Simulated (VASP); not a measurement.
# Re (Fm-3m) in VASP: notebook, part 2 of 2

VASP 6.6.1. The steps go on from the part before.

## Step 3: Single point, LDA (12.66 Å³/atom)

This run uses another cell than the first one, of 12.66 Å³/atom.

INCAR

```
SYSTEM = Re
PREC     = Accurate       ! precision mode
ENCUT    = 520            ! plane-wave cutoff, eV
EDIFF    = 1E-6           ! SCF threshold, eV
ISMEAR   = -1             ! smearing method
SIGMA    = 0.1            ! smearing width, eV
LREAL    = .False.        ! projectors in reciprocal space
LASPH    = .True.         ! aspherical terms in the spheres
NELM     = 60             ! most SCF steps
ALGO     = Normal         ! electronic algorithm
ISIF     = 2              ! what is computed and relaxed
LWAVE    = .False.        ! write WAVECAR
LCHARG   = .False.        ! write CHGCAR
GGA      = CA             ! functional
NBANDS   = 10             ! bands
```

KPOINTS

```
regular mesh
0
Gamma
  16 16 16
  0 0 0
```

POSCAR

```
Re
1.0
    0.0000000000      1.8496515740      1.8496515740
    1.8496515740      0.0000000000      1.8496515740
    1.8496515740      1.8496515740      0.0000000000
Re
1
Direct
    0.0000000000      0.0000000000      0.0000000000
```

Potentials or basis: VASP PAW LDA potentials, release 64 (Re).

On the command line:

```
cat potpaw_LDA.64/Re/POTCAR > POTCAR
mpirun -np 1 vasp_std > vasp.out
```

OUTCAR:

```text
SYSTEM = Re
   PREC = Accurate
   ENCUT = 520
   EDIFF = 1E-6
   ISMEAR = -1
   LREAL = .False.
   LASPH = .True.
   NELM = 60
   ISIF = 2
   GGA = CA

 ion  position               nearest neighbor table
   1  0.000  0.000  0.000-

  LATTYP: Found a face centered cubic cell.
 ALAT       =     3.6993031480

  Lattice vectors:

 A1 = (   0.0000000000,   1.8496515740,   1.8496515740)
 A2 = (   1.8496515740,   0.0000000000,   1.8496515740)
 A3 = (   1.8496515740,   1.8496515740,   0.0000000000)

Analysis of symmetry for initial positions (statically):
=====================================================================
 Subroutine PRICEL returns:
 Original cell was already a primitive cell.

 Routine SETGRP: Setting up the symmetry group for a
 face centered cubic supercell.

 Subroutine GETGRP returns: Found 48 space group operations
 (whereof 48 operations were pure point group operations)
 out of a pool of 48 trial point group operations.

The static configuration has the point symmetry O_h .

Analysis of symmetry for dynamics (positions and initial velocities):
[... 160 lines left out ...]
 fundamental gap:      0.0519230861
 Fermi energy:        10.1897877438

 k-point     1 :       0.0000    0.0000    0.0000
  band No.  band energies     occupation
      1      -0.9343      2.00000
      2       7.7548      2.00000
      3       7.7548      2.00000
      4       7.7548      2.00000
      5      11.7386      0.00000
      6      11.7386      0.00000
      7      24.2024      0.00000
      8      30.7262      0.00000
      9      30.7262      0.00000
     10      30.7262      0.00000
[... 287 lines left out ...]
 k-point    24 :      -0.0625    0.0625    0.0000
  band No.  band energies     occupation
      1      -0.3607      2.00000
      2       7.3320      2.00000
      3       8.0039      2.00000
      4       8.0829      2.00000
      5      11.2734      0.00004
      6      11.7442      0.00000
      7      25.3245      0.00000
      8      28.9132      0.00000
      9      31.1610      0.00000
     10      32.1186      0.00000

 [... further k-points ...]

------------------------ aborting loop because EDIFF is reached ----------------------------------------

  FORCE on cell =-STRESS in cart. coord.  units (eV):
  Direction    XX          YY          ZZ          XY          YZ          ZX
  --------------------------------------------------------------------------------------
  -------------------------------------------------------------------------------------
  Total        5.7215342      5.7215342      5.7215342      0.0000000     -0.0000000      0.0000000
  in kB      724.3080447    724.3080447    724.3080447      0.0000000     -0.0000000      0.0000000
  external PRESSURE =     724.3080447 kB  Pullay stress =       0.0000000 kB

 VOLUME and BASIS-vectors are now :
 -----------------------------------------------------------------------------
  energy-cutoff  :      520.00
  volume of cell :       12.66
      direct lattice vectors                 reciprocal lattice vectors
     0.000000000  1.849651574  1.849651574    -0.270321182  0.270321182  0.270321182
     1.849651574  0.000000000  1.849651574     0.270321182 -0.270321182  0.270321182
     1.849651574  1.849651574  0.000000000     0.270321182  0.270321182 -0.270321182

 POSITION                                       TOTAL-FORCE (eV/Angst)
 -----------------------------------------------------------------------------------
      0.00000      0.00000      0.00000         0.000000      0.000000      0.000000
 -----------------------------------------------------------------------------------
    total drift:                               -0.000000     -0.000000     -0.000000

  FREE ENERGIE OF THE ION-ELECTRON SYSTEM (eV)
  ---------------------------------------------------
  free  energy   TOTEN  =       -13.3517597989 eV

  energy  without entropy=      -13.3290121626  energy(sigma->0) =      -13.34038598
```

OSZICAR:

```text
N       E                     dE             d eps       ncg     rms          rms(c)
DAV:   1     0.141068571371E+02    0.14107E+02   -0.34719E+03  3872   0.661E+02
DAV:   2    -0.129305821894E+02   -0.27037E+02   -0.23774E+02  3880   0.152E+02
DAV:   3    -0.139850725663E+02   -0.10545E+01   -0.10210E+01  4606   0.438E+01
DAV:   4    -0.139884978830E+02   -0.34253E-02   -0.34232E-02  4430   0.151E+00
DAV:   5    -0.139885023314E+02   -0.44484E-05   -0.44484E-05  4072   0.377E-02    0.395E+01
DAV:   6    -0.135429752561E+02    0.44553E+00   -0.23008E-01  4616   0.713E+00    0.197E+01
DAV:   7    -0.133552716684E+02    0.18770E+00   -0.24991E-01  4616   0.691E+00    0.404E-01
DAV:   8    -0.133526077240E+02    0.26639E-02   -0.11035E-03  4272   0.264E-01    0.200E-01
DAV:   9    -0.133517531828E+02    0.85454E-03   -0.58383E-04  3830   0.233E-01    0.412E-02
DAV:  10    -0.133517599072E+02   -0.67244E-05   -0.11261E-05  4186   0.234E-02    0.355E-03
DAV:  11    -0.133517597989E+02    0.10832E-06   -0.99542E-08  2166   0.441E-03
   1 F= -.13351760E+02 E0= -.13340386E+02  d E =-.227476E-01
```

stdout:

```text
POSCAR found type information on POSCAR Re
 POSCAR found :  1 types and       1 ions
 scaLAPACK will be used
 LDA part: xc-table for (Slater(with rela. corr.)+CA(PZ))
 , standard interpolation
 POSCAR, INCAR and KPOINTS ok, starting setup
 FFT: planning ... GRIDC
 FFT: planning ... GRID_SOFT
 FFT: planning ... GRID
 WAVECAR not read
 entering main loop
```

It took 17 s on 1 thread of AMD EPYC 7R43 (Zen 3), shared host; peak memory 0.1 GiB.

What came out:

```
Free energy            : -13.3518 eV
Pressure               : 72.4 GPa
Band gap on the k mesh : zero (an odd number of electrons rules out a gap without spin polarisation)
```

Levels at points of the mesh, in eV from the Fermi level:
```tsv
k point	band 1	band 2	band 3	band 4	band 5	band 6	band 7	band 8
(0.00, 0.00, 0.00)	-11.12	-2.43	-2.43	-2.43	1.55	1.55	14.01	20.54
(0.50, 0.00, 0.00)	-8.08	-2.73	-2.73	0.74	4.79	4.79	12.46	13.57
(0.50, 0.50, 0.00)	-8.34	-7.36	3.79	4.74	5.77	5.77	13.68	13.68
```

Caveat: the cell stands under pressure; spin-orbit coupling is left out, which moves the levels of the heavy elements.

## Step 4: Single point, LDA (13.23 Å³/atom)

This run uses another cell than the first one, of 13.23 Å³/atom.

INCAR

```
  ALGO = Normal
  EDIFF = 1E-6
  ENCUT = 520
  GGA = CA
  ISIF = 2
  ISMEAR = -1
  LASPH = T
  LCHARG = F
  LREAL = F
  LWAVE = F
  NBANDS = 10
  NELM = 100
  PREC = Accurate
  SIGMA = 0.1
```

KPOINTS

```
k-points
0
Gamma
  16 16 16
```

POSCAR

```
Re
1.0
    0.0000000000      1.8772623846      1.8772623846
    1.8772623846      0.0000000000      1.8772623846
    1.8772623846      1.8772623846      0.0000000000
Re
1
Direct
    0.0000000000      0.0000000000      0.0000000000
```

Potentials or basis: VASP PAW LDA potentials, release 64 (Re).

On the command line:

```
cat potpaw_LDA.64/Re/POTCAR > POTCAR
mpirun -np 1 vasp_std > vasp.out
```

OUTCAR:

```text
EDIFF = 1E-6
   ENCUT = 520
   GGA = CA
   ISIF = 2
   ISMEAR = -1
   LASPH = T
   LREAL = F
   NELM = 100
   PREC = Accurate

 ion  position               nearest neighbor table
   1  0.000  0.000  0.000-

  LATTYP: Found a face centered cubic cell.
 ALAT       =     3.7545247692

  Lattice vectors:

 A1 = (   0.0000000000,   1.8772623846,   1.8772623846)
 A2 = (   1.8772623846,   0.0000000000,   1.8772623846)
 A3 = (   1.8772623846,   1.8772623846,   0.0000000000)

Analysis of symmetry for initial positions (statically):
=====================================================================
 Subroutine PRICEL returns:
 Original cell was already a primitive cell.

 Routine SETGRP: Setting up the symmetry group for a
 face centered cubic supercell.

 Subroutine GETGRP returns: Found 48 space group operations
 (whereof 48 operations were pure point group operations)
 out of a pool of 48 trial point group operations.

The static configuration has the point symmetry O_h .

Analysis of symmetry for dynamics (positions and initial velocities):
=====================================================================
[... 164 lines left out ...]
      1      -1.2623      2.00000
      2       7.2764      2.00000
      3       7.2764      2.00000
      4       7.2764      2.00000
      5      11.0042      0.00000
      6      11.0042      0.00000
      7      23.5642      0.00000
      8      29.8082      0.00000
      9      29.8082      0.00000
     10      29.8082      0.00000
[... 287 lines left out ...]
 k-point    24 :      -0.0625    0.0625    0.0000
  band No.  band energies     occupation
      1      -0.7192      2.00000
      2       6.8806      2.00000
      3       7.5120      2.00000
      4       7.5828      2.00000
      5      10.5778      0.00007
      6      11.0134      0.00000
      7      24.6225      0.00000
      8      28.0464      0.00000
      9      30.2061      0.00000
     10      31.1237      0.00000

 [... further k-points ...]

------------------------ aborting loop because EDIFF is reached ----------------------------------------

  FORCE on cell =-STRESS in cart. coord.  units (eV):
  Direction    XX          YY          ZZ          XY          YZ          ZX
  --------------------------------------------------------------------------------------
  -------------------------------------------------------------------------------------
  Total        3.6003091      3.6003091      3.6003091      0.0000000      0.0000000      0.0000000
  in kB      435.9587962    435.9587962    435.9587962      0.0000000      0.0000000      0.0000000
  external PRESSURE =     435.9587962 kB  Pullay stress =       0.0000000 kB

 VOLUME and BASIS-vectors are now :
 -----------------------------------------------------------------------------
  energy-cutoff  :      520.00
  volume of cell :       13.23
      direct lattice vectors                 reciprocal lattice vectors
     0.000000000  1.877262385  1.877262385    -0.266345293  0.266345293  0.266345293
     1.877262385  0.000000000  1.877262385     0.266345293 -0.266345293  0.266345293
     1.877262385  1.877262385  0.000000000     0.266345293  0.266345293 -0.266345293

 POSITION                                       TOTAL-FORCE (eV/Angst)
 -----------------------------------------------------------------------------------
      0.00000      0.00000      0.00000        -0.000000      0.000000     -0.000000
 -----------------------------------------------------------------------------------
    total drift:                               -0.000000     -0.000000     -0.000000

  FREE ENERGIE OF THE ION-ELECTRON SYSTEM (eV)
  ---------------------------------------------------
  free  energy   TOTEN  =       -13.5585948168 eV

  energy  without entropy=      -13.5351682560  energy(sigma->0) =      -13.54688154
```

OSZICAR:

```text
N       E                     dE             d eps       ncg     rms          rms(c)
DAV:   1     0.146160695624E+02    0.14616E+02   -0.34147E+03  3820   0.646E+02
DAV:   2    -0.130983482838E+02   -0.27714E+02   -0.24255E+02  3758   0.152E+02
DAV:   3    -0.142150366671E+02   -0.11167E+01   -0.10786E+01  4538   0.461E+01
DAV:   4    -0.142186867145E+02   -0.36500E-02   -0.36473E-02  4474   0.149E+00
DAV:   5    -0.142186896442E+02   -0.29297E-05   -0.29301E-05  3890   0.358E-02    0.366E+01
DAV:   6    -0.137490004982E+02    0.46969E+00   -0.28892E-01  4624   0.812E+00    0.174E+01
DAV:   7    -0.135630086122E+02    0.18599E+00   -0.28045E-01  4622   0.750E+00    0.293E-01
DAV:   8    -0.135593645627E+02    0.36440E-02   -0.13103E-03  4202   0.265E-01    0.126E-01
DAV:   9    -0.135585889770E+02    0.77559E-03   -0.41464E-04  3750   0.168E-01    0.391E-02
DAV:  10    -0.135585949038E+02   -0.59269E-05   -0.12572E-05  4246   0.248E-02    0.356E-03
DAV:  11    -0.135585948168E+02    0.87022E-07   -0.72609E-08  2022   0.413E-03
   1 F= -.13558595E+02 E0= -.13546882E+02  d E =-.234266E-01
```

Run time: 17 s. Hardware: 1 thread of AMD EPYC 7R43 (Zen 3), shared host; peak memory 0.1 GiB.

Results:

```
Free energy            : -13.5586 eV
Pressure               : 43.6 GPa
Band gap on the k mesh : zero (an odd number of electrons rules out a gap without spin polarisation)
```

Caveat: the cell stands under pressure; spin-orbit coupling is left out, which moves the levels of the heavy elements.

## Step 5: Single point, LDA (13.81 Å³/atom)

This run uses another cell than the first one, of 13.81 Å³/atom.

INCAR

```
SYSTEM = Re
  PREC = Accurate
  ENCUT = 520
  EDIFF = 1E-6
  ISMEAR = -1
  SIGMA = 0.1
  LREAL = .FALSE.
  LASPH = .TRUE.
  NELM = 80
  ALGO = Normal
  ISIF = 2
  LWAVE = .FALSE.
  LCHARG = .FALSE.
  GGA = CA
  NBANDS = 10
```

KPOINTS

```
Automatic mesh
0
G
  16 16 16
  0 0 0
```

POSCAR

```
Re
1.0
    0.0000000000      1.9040840424      1.9040840424
    1.9040840424      0.0000000000      1.9040840424
    1.9040840424      1.9040840424      0.0000000000
Re
1
Direct
    0.0000000000      0.0000000000      0.0000000000
```

On the command line:

```
cat potpaw_LDA.64/Re/POTCAR > POTCAR
mpirun -np 1 vasp_std > vasp.out
```

Run time: 18 s. Hardware: 1 thread of AMD EPYC 7R43 (Zen 3), shared host; peak memory 0.1 GiB.

It converged, with:

```
Free energy            : -13.6724 eV
Pressure               : 20.4 GPa
Band gap on the k mesh : zero (an odd number of electrons rules out a gap without spin polarisation)
```

Levels at points of the mesh, in eV from the Fermi level:
| k point | band 1 | band 2 | band 3 | band 4 | band 5 | band 6 | band 7 | band 8 | band 9 |
| --- | --- | --- | --- | --- | --- | --- | --- | --- | --- |
| (0.00, 0.00, 0.00) | -10.50 | -2.12 | -2.12 | -2.12 | 1.37 | 1.37 | 14.01 | 20.00 | 20.00 |
| (0.50, 0.00, 0.00) | -7.35 | -2.37 | -2.37 | 0.49 | 4.21 | 4.21 | 10.98 | 13.53 | 20.89 |
| (0.50, 0.50, 0.00) | -7.42 | -6.51 | 3.25 | 4.16 | 5.06 | 5.06 | 12.89 | 12.89 | 14.31 |

Caveat: the cell stands under pressure; spin-orbit coupling is left out, which moves the levels of the heavy elements.

## Step 6: Single point, LDA (14.38 Å³/atom)

INCAR

```
SYSTEM = Re
PREC = Accurate ; ENCUT = 520
EDIFF = 1E-6 ; ISMEAR = -1
SIGMA = 0.1 ; LREAL = .FALSE.
LASPH = .TRUE. ; NELM = 60
ALGO = Normal ; ISIF = 2
LWAVE = .FALSE. ; LCHARG = .FALSE.
GGA = CA ; NBANDS = 10
```

KPOINTS

```
regular mesh
0
G
  16 16 16
  0 0 0
```

POSCAR

```
Re
1.0
    0.0000000000      1.9301706271      1.9301706271
    1.9301706271      0.0000000000      1.9301706271
    1.9301706271      1.9301706271      0.0000000000
Re
1
Direct
    0.0000000000      0.0000000000      0.0000000000
```

Potentials or basis: VASP PAW LDA potentials, release 64 (Re).

On the command line:

```
cat potpaw_LDA.64/Re/POTCAR > POTCAR
mpirun -np 1 vasp_std > vasp.out
```

Wall time 23 s (1 thread of AMD EPYC 7R43 (Zen 3), shared host); peak memory 0.1 GiB.

It converged, with:

```yaml
Free_energy: -13.7112 eV
Pressure: 1.6 GPa
Band_gap_on_the_k_mesh: zero (an odd number of electrons rules out a gap without spin polarisation)
```

Levels at points of the mesh, in eV from the Fermi level:
| k point | band 1 | band 2 | band 3 | band 4 | band 5 | band 6 | band 7 | band 8 |
| --- | --- | --- | --- | --- | --- | --- | --- | --- |
| (0.00, 0.00, 0.00) | -10.21 | -2.00 | -2.00 | -2.00 | 1.29 | 1.29 | 14.00 | 19.74 |
| (0.50, 0.00, 0.00) | -7.03 | -2.22 | -2.22 | 0.40 | 3.96 | 3.96 | 10.34 | 13.51 |
| (0.50, 0.50, 0.00) | -7.03 | -6.15 | 3.04 | 3.90 | 4.75 | 4.75 | 12.54 | 12.54 |

Caveat: spin-orbit coupling is left out, which moves the levels of the heavy elements.

## Step 7: Overview

```csv
cell,k mesh,gap on the mesh (eV),pressure (GPa)
"a = 2.730 Å, angles 60.0°, 1 atom",14 × 14 × 14,none,1.5
"a = 2.616 Å, angles 60.0°, 1 atom",16 × 16 × 16,none,72.4
"a = 2.655 Å, angles 60.0°, 1 atom",16 × 16 × 16,none,43.6
"a = 2.693 Å, angles 60.0°, 1 atom",16 × 16 × 16,none,20.4
"a = 2.730 Å, angles 60.0°, 1 atom",16 × 16 × 16,none,1.6
```

Alike in all rows: task single point; level LDA; potentials or basis VASP PAW LDA potentials, release 64 (Re); no spin polarisation; cutoff (eV) 520; smearing fermi-dirac 0.1 eV.

Caveats: spin-orbit coupling is left out, which moves the levels of the heavy elements; the cell stands under pressure (at least some runs).

Total energies depend on the potentials used, so only differences within one code and one set of settings carry meaning.
